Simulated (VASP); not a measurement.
# MgS (F-43m) in VASP: notebook

The runs below take MgS through single point, relaxation of cell and atoms, with r2SCAN, PBE, revPBE, BLYP, PBEsol.

Everything below comes from runs of VASP 6.6.1. Logs are shortened: lines on timing, memory, paths and dates and some standing lists are left out, and cuts for length are marked.

## Step 1: The cell of the first run

Symmetry: F-43m, No. 216, cubic system. Conventional cell: a = 5.777 Å, b = 5.777 Å, c = 5.777 Å, α = 90.00°, β = 90.00°, γ = 90.00°. Within 3.3 Å of S (site symmetry -43m) lie 4 Mg at 2.50 Å. Mg (site symmetry -43m) has 4 S at 2.50 Å within 3.3 Å.

## Step 2: Single point, r2SCAN

POSCAR reads:

```
MgS
1.0
    0.0000000000      2.8886855272      2.8886855272
    2.8886855272      0.0000000000      2.8886855272
    2.8886855272      2.8886855272      0.0000000000
S Mg
1 1
Direct
    0.2500000000      0.2500000000      0.2500000000
    0.0000000000      0.0000000000      0.0000000000
```

INCAR.step1 reads:

```
PREC = Accurate
ENCUT = 520
ISMEAR = -1
SIGMA = 0.05
LREAL = F
LASPH = T
NELM = 100
NBANDS = 11
GGA = PE
ALGO = Normal
EDIFF = 1E-4
LWAVE = T
LCHARG = F
```

INCAR.step2 reads:

```
PREC = Accurate
ENCUT = 520
EDIFF = 1E-7
ISMEAR = -1
SIGMA = 0.05
LREAL = F
LASPH = T
NELM = 100
ALGO = Normal
ISIF = 2
LWAVE = F
LCHARG = F
METAGGA = R2SCAN
LMIXTAU = T
NBANDS = 11
ISTART = 1
```

KPOINTS reads:

```
regular mesh
0
Gamma
  8 8 8
```

Potentials or basis: VASP PAW PBE potentials, release 64 (S, Mg).

Run with:

```console
> cat potpaw_PBE.64/S/POTCAR potpaw_PBE.64/Mg/POTCAR > POTCAR
> cp INCAR.step1 INCAR
> mpirun -np 1 vasp_std > vasp.out
> cp INCAR.step2 INCAR
> mpirun -np 1 vasp_std > vasp.out
```

OUTCAR:

```text
PREC = Accurate
   ENCUT = 520
   EDIFF = 1E-7
   ISMEAR = -1
   LREAL = F
   LASPH = T
   NELM = 100
   ISIF = 2
   METAGGA = R2SCAN
   ISTART = 1

 ion  position               nearest neighbor table
   1  0.250  0.250  0.250-   2 2.50   2 2.50   2 2.50   2 2.50
   2  0.000  0.000  0.000-   1 2.50   1 2.50   1 2.50   1 2.50

  LATTYP: Found a face centered cubic cell.
 ALAT       =     5.7773710544

  Lattice vectors:

 A1 = (   0.0000000000,   2.8886855272,   2.8886855272)
 A2 = (   2.8886855272,   0.0000000000,   2.8886855272)
 A3 = (   2.8886855272,   2.8886855272,   0.0000000000)

Analysis of symmetry for initial positions (statically):
=====================================================================
 Subroutine PRICEL returns:
 Original cell was already a primitive cell.

 Routine SETGRP: Setting up the symmetry group for a
 face centered cubic supercell.

 Subroutine GETGRP returns: Found 24 space group operations
 (whereof 24 operations were pure point group operations)
 out of a pool of 48 trial point group operations.

The static configuration has the point symmetry T_d .

Analysis of symmetry for dynamics (positions and initial velocities):
=====================================================================
 Subroutine PRICEL returns:
 Original cell was already a primitive cell.

 Routine SETGRP: Setting up the symmetry group for a
 face centered cubic supercell.

 Subroutine GETGRP returns: Found 24 space group operations
 (whereof 24 operations were pure point group operations)
 out of a pool of 48 trial point group operations.

The dynamic configuration has the point symmetry T_d .

 Subroutine INISYM returns: Found 24 space group operations
 (whereof 24 operations are pure point group operations),
 and found     1 'primitive' translations

----------------------------------------------------------------------------------------

                                     Primitive cell

  volume of cell :      48.2093

  direct lattice vectors                    reciprocal lattice vectors
     0.000000000  2.888685527  2.888685527    -0.173089108  0.173089108  0.173089108
     2.888685527  0.000000000  2.888685527     0.173089108 -0.173089108  0.173089108
     2.888685527  2.888685527  0.000000000     0.173089108  0.173089108 -0.173089108

  length of vectors
     4.085218250  4.085218250  4.085218250     0.299799129  0.299799129  0.299799129

  position of ions in fractional coordinates (direct lattice)
     0.250000000  0.250000000  0.250000000
     0.000000000  0.000000000  0.000000000

  ion indices of the primitive-cell ions
   primitive index   ion index
                 1           1
                 2           2

----------------------------------------------------------------------------------------

 KPOINTS: regular mesh

Automatic generation of k-mesh.
 Grid dimensions read from file:
 generate k-points for:    8    8    8

 Generating k-lattice:

  Cartesian coordinates                     Fractional coordinates (reciprocal lattice)
    -0.021636138  0.021636138  0.021636138     0.125000000  0.000000000  0.000000000
     0.021636138 -0.021636138  0.021636138     0.000000000  0.125000000  0.000000000
     0.021636138  0.021636138 -0.021636138     0.000000000  0.000000000  0.125000000

  Length of vectors
     0.037474891  0.037474891  0.037474891

  Shift w.r.t. Gamma in fractional coordinates (k-lattice)
     0.000000000  0.000000000  0.000000000

 Subroutine IBZKPT returns following result:
 ===========================================

 Found     29 irreducible k-points:

 Following reciprocal coordinates:
            Coordinates               Weight
  0.000000  0.000000  0.000000      1.000000
  0.125000  0.000000  0.000000      8.000000
  0.250000  0.000000  0.000000      8.000000
  0.375000  0.000000  0.000000      8.000000
  0.500000  0.000000  0.000000      4.000000
  0.125000  0.125000  0.000000      6.000000
[... 16 lines left out ...]
  0.500000  0.250000  0.125000     48.000000
 -0.375000  0.250000  0.125000     24.000000
 [... further k-points ...]
   k-points           NKPTS =     29   k-points in BZ     NKDIM =     29   number of bands    NBANDS=     11
   number of dos      NEDOS =    301   number of ions     NIONS =      2
   total plane-waves  NPLWV =  27000
   dimension x,y,z NGX =    30 NGY =   30 NGZ =   30
   dimension x,y,z NGXF=    60 NGYF=   60 NGZF=   60
   ions per type =               1   1
   NGX,Y,Z   is equivalent  to a cutoff of  12.21, 12.21, 12.21 a.u.
   NGXF,Y,Z  is equivalent  to a cutoff of  24.42, 24.42, 24.42 a.u.
 SYSTEM =  unknown system
   PREC   = accura    normal or accurate (medium, high low for compatibility)
   ISTART =      1    job   : 0-new  1-cont  2-samecut
   ICHARG =      0    charge: 1-file 2-atom 10-const
   ISPIN  =      1    spin polarized calculation?
   LNONCOLLINEAR =      F non collinear calculations
   LSORBIT =      F    spin-orbit coupling
   LASPH  =      T    aspherical Exc in radial PAW
   ENCUT  =  520.0 eV  38.22 Ry    6.18 a.u.   7.60  7.60  7.60*2*pi/ulx,y,z
   NELM   =    100;   NELMIN=  2; NELMDL=  0     # of ELM steps
   EDIFF  = 0.1E-06   stopping-criterion for ELM
   LREAL  =      F    real-space projection
   EDIFFG = 0.1E-05   stopping-criterion for IOM
   NSW    =      0    number of steps for IOM
   IBRION =     -1    ionic relax: 0-MD 1-quasi-New 2-CG
   NFREE  =      0    steps in history (QN), initial steepest desc. (CG)
   ISIF   =      2    stress and relaxation
   ISYM   =      2    0-nonsym 1-usesym 2-fastsym
   POTIM  = 0.5000    time-step for ionic-motion
   TEBEG  =    0.0;   TEEND  =   0.0 temperature during run
   PSTRESS=    0.0 pullay stress
   NELECT =       8.0000    total number of electrons
   NUPDOWN=      -1.0000    fix difference up-down
   EMIN   =  10.00;   EMAX   =-10.00  energy-range for DOS
   EFERMI =   0.00;   METHOD = LEGACY
   ISMEAR =    -1;   SIGMA  =   0.05  broadening in eV -4-tet -1-fermi 0-gaus
   EFERMI_NEDOS =   21; number of points for ismear=-14 and -15
   IALGO  =     38    algorithm
   IMIX   =      4    mixing-type and parameters
     AMIX     =   0.40;   BMIX     =  1.00
     AMIX_MAG =   1.60;   BMIX_MAG =  1.00
  volume/ion in A,a.u.               =      24.10       162.67
  Fermi-wavevector in a.u.,A,eV,Ry     =   0.899624  1.700044 11.011523  0.809324
  Thomas-Fermi vector in A             =   2.022481
   LORBIT       =      0    0 simple, 1 ext, 2 COOP (PROOUT), +10 PAW based schemes
   METAGGA = R2SCAN    functional components
   LHFCALC =     F    Hartree Fock is set to
   AEXX    =    0.0000 exact exchange contribution
   IVDW    =     0    specifies the selected vdW correction
   LEPSILON=     F    determine dielectric tensor
   LRPA    =     F    only Hartree local field effects (RPA)
 non-spin polarized calculation
  energy-cutoff  :      520.00
  volume of cell :       48.21
 maximum number of plane-waves:      1316
   NGX = 15   NGY = 15   NGZ = 15

 number of electron       7.9999999 magnetization

 Free energy of the ion-electron system (eV)
  ---------------------------------------------------
  ext. energy  EPLUGINS =         0.00000000
  ---------------------------------------------------
  free energy    TOTEN  =       -15.41627853 eV

  energy without entropy =      -15.41627853  energy(sigma->0) =      -15.41627853

 E-fermi :   1.4876     XC(G=0):  -8.5367

 val. band max:        0.4075406093   @ k =   0.0000   0.0000   0.0000
 cond. band min:       4.2209942031   @ k =   0.0000   0.0000   0.0000
 fundamental gap:      3.8134535939
 Fermi energy:         1.4876206430

 k-point     1 :       0.0000    0.0000    0.0000
  band No.  band energies     occupation
      1     -11.1364      2.00000
      2       0.4075      2.00000
      3       0.4075      2.00000
      4       0.4075      2.00000
      5       4.2210      0.00000
      6       8.8401      0.00000
      7       8.8401      0.00000
      8       8.8401      0.00000
      9      11.7314      0.00000
     10      11.7314      0.00000
     11      14.5841      0.00000

 k-point     2 :       0.1250    0.0000    0.0000
  band No.  band energies     occupation
      1     -11.0570      2.00000
      2      -0.2175      2.00000
      3       0.3571      2.00000
      4       0.3571      2.00000
      5       4.8491      0.00000
      6       8.6403      0.00000
      7       9.0138      0.00000
      8       9.0138      0.00000
      9      11.2780      0.00000
     10      11.2780      0.00000
     11      13.9905      0.00000

 k-point     3 :       0.2500    0.0000    0.0000
  band No.  band energies     occupation
      1     -10.8529      2.00000
      2      -1.3257      2.00000
      3       0.2426      2.00000
      4       0.2426      2.00000
      5       5.7361      0.00000
      6       8.6112      0.00000
      7       9.0478      0.00000
      8       9.0478      0.00000
      9      11.3318      0.00000
     10      11.3318      0.00000
     11      13.1075      0.00000

 k-point     4 :       0.3750    0.0000    0.0000
  band No.  band energies     occupation
      1     -10.6279      2.00000
      2      -2.2064      2.00000
      3       0.1368      2.00000
      4       0.1368      2.00000
      5       5.9795      0.00000
      6       8.6954      0.00000
      7       8.6954      0.00000
      8       9.1172      0.00000
      9      12.6228      0.00000
     10      12.6228      0.00000
     11      13.0968      0.00000
[... 239 lines left out ...]
 k-point    22 :       0.3750    0.2500    0.1250
  band No.  band energies     occupation
      1     -10.6958      2.00000
      2      -1.5236      2.00000
      3      -0.3794      2.00000
      4       0.0530      2.00000
      5       6.4692      0.00000
      6       7.7836      0.00000
      7       8.4963      0.00000
      8      10.0652      0.00000
      9      10.6148      0.00000
     10      13.2659      0.00000
     11      15.2625      0.00000

 k-point    23 :       0.5000    0.2500    0.1250
  band No.  band energies     occupation
      1     -10.5099      2.00000
      2      -1.9987      2.00000
      3      -0.7050      2.00000
      4      -0.1114      2.00000
      5       6.8019      0.00000
      6       7.6060      0.00000
      7       8.7528      0.00000
      8       9.9145      0.00000
      9      11.7411      0.00000
     10      14.3638      0.00000
     11      14.8852      0.00000

 k-point    24 :      -0.3750    0.2500    0.1250
  band No.  band energies     occupation
      1     -10.4282      2.00000
      2      -2.2020      2.00000
      3      -0.8022      2.00000
      4      -0.2002      2.00000
      5       6.9020      0.00000
      6       7.3234      0.00000
      7       9.5427      0.00000
      8       9.7355      0.00000
      9      12.2732      0.00000
     10      13.7309      0.00000
     11      14.9889      0.00000

 [... further k-points ...]
[... 5 lines left out ...]
  --------------------------------------------------------------------------------------
  -------------------------------------------------------------------------------------
  Total       -1.0489152     -1.0489152     -1.0489152     -0.0000000      0.0000000      0.0000000
  in kB      -34.8594194    -34.8594194    -34.8594194     -0.0000000      0.0000000      0.0000000
  external PRESSURE =     -34.8594194 kB  Pullay stress =       0.0000000 kB

 VOLUME and BASIS-vectors are now :
 -----------------------------------------------------------------------------
  energy-cutoff  :      520.00
  volume of cell :       48.21
      direct lattice vectors                 reciprocal lattice vectors
     0.000000000  2.888685527  2.888685527    -0.173089108  0.173089108  0.173089108
     2.888685527  0.000000000  2.888685527     0.173089108 -0.173089108  0.173089108
     2.888685527  2.888685527  0.000000000     0.173089108  0.173089108 -0.173089108

 POSITION                                       TOTAL-FORCE (eV/Angst)
 -----------------------------------------------------------------------------------
      1.44434      1.44434      1.44434         0.000000      0.000000      0.000000
      0.00000      0.00000      0.00000        -0.000000     -0.000000     -0.000000
 -----------------------------------------------------------------------------------
    total drift:                                0.000000      0.000000      0.000000

  FREE ENERGIE OF THE ION-ELECTRON SYSTEM (eV)
  ---------------------------------------------------
  free  energy   TOTEN  =       -15.4162785326 eV

  energy  without entropy=      -15.4162785326  energy(sigma->0) =      -15.41627853
```

Wall time 46 s (1 thread of Intel Xeon Platinum 8488C (Sapphire Rapids), shared host); peak memory 0.17 GiB.

What came out:

```yaml
Free_energy: -15.4163 eV
Pressure: -3.5 GPa
Band_gap_on_the_k_mesh: 3.81 eV, direct
```

Caveat: the PAW data sets were made with another functional, which shifts forces and pressure a little. r2SCAN opens gaps a little over a GGA but as a rule still falls short of measured ones.

(Continued in part 2 of 3.)
